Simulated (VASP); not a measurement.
# AlN (F-43m) in VASP: notebook, part 2 of 3

VASP 6.6.1. Earlier steps stand in the parts before.

## 3. Vibrations by perturbation theory, PBE

This run uses another cell than the first one, of 10.09 Å³/atom, 1.135 times its volume.

Contents of INCAR:

```
PREC = Accurate ; ENCUT = 520
EDIFF = 1E-8 ; ISMEAR = 0
SIGMA = 0.01 ; LREAL = False
LASPH = True ; NELM = 100
ALGO = Normal ; ISIF = 2
LWAVE = False ; LCHARG = False
GGA = PE ; IBRION = 8
NSW = 1 ; LEPSILON = True
```

Contents of KPOINTS:

```
regular mesh
0
Gamma
  10 10 10
```

Contents of POSCAR:

```
AlN
1.0
    0.0000000000      2.1609892195      2.1609892195
    2.1609892195      0.0000000000      2.1609892195
    2.1609892195      2.1609892195      0.0000000000
Al N
1 1
Direct
    0.0000000000      0.0000000000      0.0000000000
    0.7500000000      0.7500000000      0.7500000000
```

Potentials or basis: VASP PAW PBE potentials, release 64 (Al, N).

The run is started by

```console
$ cat potpaw_PBE.64/Al/POTCAR potpaw_PBE.64/N/POTCAR > POTCAR
$ mpirun -np 1 vasp_std > vasp.out
```

OUTCAR:

```text
PREC = Accurate
   ENCUT = 520
   EDIFF = 1E-8
   ISMEAR = 0
   LREAL = False
   LASPH = True
   NELM = 100
   ISIF = 2
   GGA = PE
   IBRION = 8
   NSW = 1
   LEPSILON = True

 ion  position               nearest neighbor table
   1  0.000  0.000  0.000-   2 1.87   2 1.87   2 1.87   2 1.87
   2  0.750  0.750  0.750-   1 1.87   1 1.87   1 1.87   1 1.87

  LATTYP: Found a face centered cubic cell.
 ALAT       =     4.3219784390

  Lattice vectors:

 A1 = (   0.0000000000,   2.1609892195,   2.1609892195)
 A2 = (   2.1609892195,   0.0000000000,   2.1609892195)
 A3 = (   2.1609892195,   2.1609892195,   0.0000000000)

Analysis of symmetry for initial positions (statically):
=====================================================================
 Subroutine PRICEL returns:
 Original cell was already a primitive cell.

 Routine SETGRP: Setting up the symmetry group for a
 face centered cubic supercell.

 Subroutine GETGRP returns: Found 24 space group operations
 (whereof 24 operations were pure point group operations)
 out of a pool of 48 trial point group operations.

The static configuration has the point symmetry T_d .

Analysis of symmetry for dynamics (positions and initial velocities):
=====================================================================
 Subroutine PRICEL returns:
 Original cell was already a primitive cell.

 Routine SETGRP: Setting up the symmetry group for a
 face centered cubic supercell.

 Subroutine GETGRP returns: Found 24 space group operations
 (whereof 24 operations were pure point group operations)
 out of a pool of 48 trial point group operations.

The dynamic configuration has the point symmetry T_d .

 Subroutine INISYM returns: Found 24 space group operations
 (whereof 24 operations are pure point group operations),
 and found     1 'primitive' translations

----------------------------------------------------------------------------------------

                                     Primitive cell

  volume of cell :      20.1831

  direct lattice vectors                    reciprocal lattice vectors
     0.000000000  2.160989219  2.160989219    -0.231375518  0.231375518  0.231375518
     2.160989219  0.000000000  2.160989219     0.231375518 -0.231375518  0.231375518
     2.160989219  2.160989219  0.000000000     0.231375518  0.231375518 -0.231375518

  length of vectors
     3.056100262  3.056100262  3.056100262     0.400754153  0.400754153  0.400754153

  position of ions in fractional coordinates (direct lattice)
     0.000000000  0.000000000  0.000000000
     0.750000000  0.750000000  0.750000000

  ion indices of the primitive-cell ions
   primitive index   ion index
                 1           1
[... 450 lines left out ...]
    -0.00035  0.60775  0.00000
     0.60775 -0.00035  0.00000
     0.00000  0.00000  0.00037

--------------------------------------- Ionic step        4  -------------------------------------------

------------------------ aborting loop because EDIFF is reached ----------------------------------------

[... ionic steps 5 to 6 ...]

--------------------------------------- Ionic step        7  -------------------------------------------

 Free energy of the ion-electron system (eV)
  ---------------------------------------------------
  ---------------------------------------------------
  free energy    TOTEN  =        -0.23963347 eV

  energy without entropy =       -0.23963347

------------------------ aborting loop because EDIFF is reached ----------------------------------------

 INTERNAL STRAIN TENSOR  FOR ION    2  DIRECTION 1   (eV/Angst):
 -----------------------------------------------------------------------------
     0.00001  0.00000  0.00000
     0.00000  0.00027 11.05581
     0.00000 11.05581  0.00027

 MACROSCOPIC STATIC DIELECTRIC TENSOR (including local field effects in DFT)
 ------------------------------------------------------
           4.521466    -0.000000     0.000000
           0.000000     4.521466    -0.000000
          -0.000000    -0.000000     4.521466
 ------------------------------------------------------

 PIEZOELECTRIC TENSOR (including local field effects)  for field in x, y, z        (e  Angst)
          XX          YY          ZZ          XY          YZ          ZX
  --------------------------------------------------------------------------------
  x    -0.00000     0.00000     0.00000     0.00000     0.76550     0.00000
  y     0.00000     0.00000    -0.00000     0.00000     0.00000     0.76550
  z     0.00000     0.00000    -0.00000     0.76550     0.00000     0.00000

 PIEZOELECTRIC TENSOR (including local field effects)  for field in x, y, z        (C/m^2)
          XX          YY          ZZ          XY          YZ          ZX
  --------------------------------------------------------------------------------
  x    -0.00000     0.00000     0.00000     0.00000     0.60767     0.00000
  y     0.00000     0.00000    -0.00000     0.00000     0.00000     0.60767
  z     0.00000     0.00000    -0.00000     0.60767     0.00000     0.00000

 BORN EFFECTIVE CHARGES (including local field effects) (in |e|, cummulative output)
 ---------------------------------------------------------------------------------
 ion    1
    1     2.52971     0.00000    -0.00000
    2     0.00000     2.52971     0.00000
    3    -0.00000     0.00000     2.52971
 ion    2
    1    -2.52971     0.00000     0.00000
    2     0.00000    -2.52971    -0.00000
    3     0.00000    -0.00000    -2.52971

 INTERNAL STRAIN TENSOR FOR ION    2 for displacements in x,y,z  (eV/Angst):
          X           Y           Z          XY          YZ          ZX
  --------------------------------------------------------------------------------
  x     0.00000     0.00000     0.00000     0.00000    11.05581     0.00000
  y    -0.00000    -0.00000    -0.00000     0.00000     0.00000    11.05581
  z     0.00000     0.00000     0.00000    11.05581     0.00000     0.00000

 SECOND DERIVATIVES (NOT SYMMETRIZED)
 ------------------------------------
               1X          1Y          1Z          2X          2Y          2Z
  1X   -16.080060    0.000000    0.000000   16.080060   -0.000000   -0.000000
  1Y     0.000000  -16.080060    0.000000   -0.000000   16.080060   -0.000000
  1Z     0.000000    0.000000  -16.080060   -0.000000   -0.000000   16.080060
  2X    16.078340    0.000000    0.000000  -16.078340    0.000000    0.000000
  2Y     0.000000   16.078340    0.000000    0.000000  -16.078340    0.000000
  2Z     0.000000    0.000000   16.078340    0.000000    0.000000  -16.078340

 Eigenvectors and eigenvalues of the dynamical matrix
 ----------------------------------------------------

   1 f  =   20.647491 THz   129.732014 2PiTHz  688.726177 cm-1    85.391124 meV
             X         Y         Z           dx          dy          dz
      0.000000  0.000000  0.000000     0.000000   -0.584518   -0.000000
      3.241484  3.241484  3.241484     0.000000    0.811380    0.000000
[... 21 lines left out ...]
   6 f/i=    0.000524 THz     0.003291 2PiTHz    0.017469 cm-1     0.002166 meV
             X         Y         Z           dx          dy          dz
      0.000000  0.000000  0.000000    -0.723622    0.367028   -0.000000
      3.241484  3.241484  3.241484    -0.521297    0.264407    0.000000

--------------------------------------------------------------------------------------------------------

 MACROSCOPIC STATIC DIELECTRIC TENSOR IONIC CONTRIBUTION
 ------------------------------------------------------
           3.568258     0.000000    -0.000000
           0.000000     3.568258    -0.000000
          -0.000000    -0.000000     3.568258
 ------------------------------------------------------

 ELASTIC MODULI CONTR FROM IONIC RELAXATION (kBar)
 Direction    XX          YY          ZZ          XY          YZ          ZX
 --------------------------------------------------------------------------------
 XX          -0.0000     -0.0000     -0.0000     -0.0000     -0.0000     -0.0000
 YY          -0.0000     -0.0000     -0.0000     -0.0000     -0.0000      0.0000
 ZZ          -0.0000     -0.0000     -0.0000     -0.0000     -0.0000     -0.0000
 XY          -0.0000     -0.0000     -0.0000   -573.0210      0.0000      0.0000
 YZ          -0.0000     -0.0000     -0.0000      0.0000   -573.0210     -0.0000
 ZX          -0.0000      0.0000     -0.0000      0.0000     -0.0000   -573.0210
 --------------------------------------------------------------------------------

 PIEZOELECTRIC TENSOR IONIC CONTR  for field in x, y, z        (C/m^2)
          XX          YY          ZZ          XY          YZ          ZX
  --------------------------------------------------------------------------------
  x    -0.00000    -0.00000    -0.00000     0.00000    -1.34551    -0.00000
  y    -0.00000     0.00000    -0.00000     0.00000    -0.00000    -1.34551
  z    -0.00000    -0.00000    -0.00000    -1.34551     0.00000     0.00000
```

OSZICAR:

```text
N       E                     dE             d eps       ncg     rms          rms(c)
DAV:   1     0.976055007362E+01    0.97606E+01   -0.41843E+03   792   0.840E+02
DAV:   2    -0.167729875605E+02   -0.26534E+02   -0.24315E+02  1000   0.143E+02
DAV:   3    -0.172494751856E+02   -0.47649E+00   -0.47649E+00   920   0.240E+01
[... 141 lines left out ...]
RMM:   6    -0.239639383710E+00   -0.29577E-04   -0.37686E-07  4670   0.534E-03    0.104E-03
RMM:   7    -0.239633866385E+00    0.55173E-05   -0.60240E-08  4653   0.184E-03    0.933E-05
RMM:   8    -0.239633419188E+00    0.44720E-06    0.21323E-09  4871   0.190E-04    0.576E-05
RMM:   9    -0.239633429453E+00   -0.10265E-07    0.11027E-09  4841   0.892E-05    0.368E-06
RMM:  10    -0.239633461262E+00   -0.31809E-07   -0.36296E-10  5058   0.970E-06    0.194E-06
RMM:  11    -0.239633465716E+00   -0.44538E-08   -0.16574E-09  4202   0.655E-06    0.154E-07
 Linear response finished
```

Wall time 3.2 min (1 thread of AMD EPYC 9R45 (Zen 5), shared host); peak memory 0.16 GiB.

What came out:

| Quantity | Value |
| --- | --- |
| Electronic dielectric tensor (diagonal) | 4.52 |
| Born charges (mean of the diagonal) | Al +2.53; N -2.53 e |
| Highest phonon frequency at Γ, LO-TO splitting left out | 689 cm⁻¹ |

Phonon frequencies in cm⁻¹ (negative: imaginary):
```tsv
q point	frequencies
(0.000, 0.000, 0.000)	0 0 0 689 689 689
```

Electronic dielectric tensor:
```
4.52 0.00 0.00
0.00 4.52 0.00
0.00 0.00 4.52
```

Born effective charge tensors (e):
atom 1, Al
```
2.53 0.00 0.00
0.00 2.53 0.00
0.00 0.00 2.53
```
atom 2, N
```
-2.53  0.00  0.00
 0.00 -2.53  0.00
 0.00  0.00 -2.53
```

Caveat: the cell wasn't relaxed at this level first, which shifts response properties.

(Continued in part 3 of 3.)
